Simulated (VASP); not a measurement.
# Sr (P2_1/m) in VASP: further runs, part 2 of 2

VASP 6.6.1.

**3. Single point, LDA (atoms displaced along a vibrational mode, the cell strained)**

File INCAR:

```
  PREC = Accurate
  ENCUT = 520
  EDIFF = 1E-6
  ISMEAR = 0
  SIGMA = 0.15
  LREAL = F
  LASPH = T
  NELM = 60
  ALGO = Fast
  ISIF = 2
  LWAVE = F
  LCHARG = F
  GGA = CA
  NBANDS = 17
```

File KPOINTS:

```
regular mesh
0
Gamma
  12 12 8
```

File POSCAR:

```
Sr
1.0
    3.9108698915      0.0000000000      0.0000000000
   -1.9554349458      3.5528298300      0.0000000000
    0.0000000000      0.0000000000      6.7154259278
Sr
2
Direct
    0.2764649393      0.6666666667      0.2500000000
    0.7235350607      0.3333333333      0.7500000000
```

Potentials or basis: VASP PAW LDA potentials, release 64 (Sr_sv).

On the command line:

```bash
> cat potpaw_LDA.64/Sr_sv/POTCAR > POTCAR
> mpirun -np 1 vasp_std > vasp.out
```

OUTCAR:

```text
PREC = Accurate
   ENCUT = 520
   EDIFF = 1E-6
   ISMEAR = 0
   LREAL = F
   LASPH = T
   NELM = 60
   ISIF = 2
   GGA = CA

 ion  position               nearest neighbor table
   1  0.276  0.667  0.250-   2 3.87   2 3.87   2 4.13   2 4.13   2 4.29   2 4.29
   2  0.724  0.333  0.750-   1 3.87   1 3.87   1 4.13   1 4.13   1 4.29   1 4.29

  LATTYP: Found a base centered orthorhombic cell.
 ALAT       =     3.9108698915
 B/A-ratio  =     1.8169000394
 C/A-ratio  =     1.7171182152

  Lattice vectors:

[... 196 lines left out ...]
      6     -16.0930      2.00000
[... 457 lines left out ...]
      4     -16.3592      2.00000
      5     -16.3328      2.00000
      6     -16.2365      2.00000
[... 9 lines left out ...]
     16       6.0039      0.00000
     17       7.1150      0.00000

 [... further k-points ...]
[... 5 lines left out ...]
  --------------------------------------------------------------------------------------
  -------------------------------------------------------------------------------------
  Total        0.6809425      0.0981728      0.2258808      0.3904406      0.0000000      0.0000000
  in kB       11.6922928      1.6857009      3.8785419      6.7041569      0.0000000      0.0000000
  external PRESSURE =       5.7521785 kB  Pullay stress =       0.0000000 kB

 VOLUME and BASIS-vectors are now :
 -----------------------------------------------------------------------------
  energy-cutoff  :      520.00
  volume of cell :       93.31
      direct lattice vectors                 reciprocal lattice vectors
     3.910869891  0.000000000  0.000000000     0.255697588  0.140732887  0.000000000
    -1.955434946  3.552829830  0.000000000     0.000000000  0.281465775  0.000000000
     0.000000000  0.000000000  6.715425928     0.000000000  0.000000000  0.148910882

 POSITION                                       TOTAL-FORCE (eV/Angst)
 -----------------------------------------------------------------------------------
     -0.22240      2.36855      1.67886         0.119956      0.107883      0.000000
      2.17784      1.18428      5.03657        -0.119956     -0.107883      0.000000
 -----------------------------------------------------------------------------------
    total drift:                                0.000000     -0.000000      0.000000

  FREE ENERGIE OF THE ION-ELECTRON SYSTEM (eV)
  ---------------------------------------------------
  free  energy   TOTEN  =        -3.7509764942 eV

  energy  without entropy=       -3.7257166047  energy(sigma->0) =       -3.73834655
```

stdout:

```text
POSCAR found type information on POSCAR Sr
 POSCAR found :  1 types and       2 ions
 scaLAPACK will be used
 LDA part: xc-table for (Slater(with rela. corr.)+CA(PZ))
 , standard interpolation
 POSCAR, INCAR and KPOINTS ok, starting setup
 FFT: planning ... GRIDC
 FFT: planning ... GRID_SOFT
 FFT: planning ... GRID
 WAVECAR not read
 entering main loop
WARNING in EDDRMM: call to ZHEGV failed, returncode =   6  3      9
WARNING in EDDRMM: call to ZHEGV failed, returncode =   8  4     12
WARNING in EDDRMM: call to ZHEGV failed, returncode =   8  4     15
WARNING in EDDRMM: call to ZHEGV failed, returncode =   6  3     10
WARNING in EDDRMM: call to ZHEGV failed, returncode =   6  3     15
WARNING in EDDRMM: call to ZHEGV failed, returncode =   6  3     17
```

Run time: 8.2 min. Hardware: 1 thread of Intel Xeon Platinum 8259CL at 2.50GHz (Skylake/Cascade Lake), shared host; peak memory 0.55 GiB.

Results:

- Free energy: -3.7510 eV
- Pressure: 0.6 GPa
- Largest force: 0.161 eV/Å
- Band gap on the k mesh: zero (bands 10 and 11 overlap by 0.47 eV)

Forces on the atoms (eV/Å):
```
Sr   0.120  0.108  0.000
Sr  -0.120 -0.108  0.000
```

Stress tensor (GPa, compression positive):
```
1.17 0.67 0.00
0.67 0.17 0.00
0.00 0.00 0.39
```

Levels at points of the mesh, in eV from the Fermi level:
```
           k point  band 6  band 7  band 8  band 9  band 10  band 11  band 12  band 13  band 14  band 15
(0.00, 0.00, 0.00)  -18.07  -18.06  -18.06   -3.86    -1.29     0.31     2.06     2.17     2.60     2.80
(0.50, 0.00, 0.00)  -18.18  -18.17  -18.12   -0.82    -0.60     0.29     0.49     0.87     1.80     2.39
(0.50, 0.50, 0.00)  -18.20  -18.13  -18.08   -1.22    -0.33    -0.29     0.25     2.11     2.32     2.39
(0.00, 0.50, 0.00)  -18.16  -18.12  -18.11   -1.18    -0.52    -0.09     0.34     1.37     1.76     2.83
(0.00, 0.00, 0.50)  -18.10  -18.07  -18.07   -2.81    -2.81     1.22     1.22     2.22     2.22     2.80
(0.50, 0.00, 0.50)  -18.17  -18.13  -18.13   -0.96    -0.96     0.80     0.80     1.13     1.13     3.29
(0.50, 0.50, 0.50)  -18.19  -18.16  -18.16   -0.75    -0.75     0.22     0.22     1.68     1.68     3.30
(0.00, 0.50, 0.50)  -18.18  -18.12  -18.12   -0.98    -0.98     0.38     0.38     1.27     1.27     3.73
```

Caveat: the cell differs from its parent crystal (atoms displaced along a vibrational mode, the cell strained).
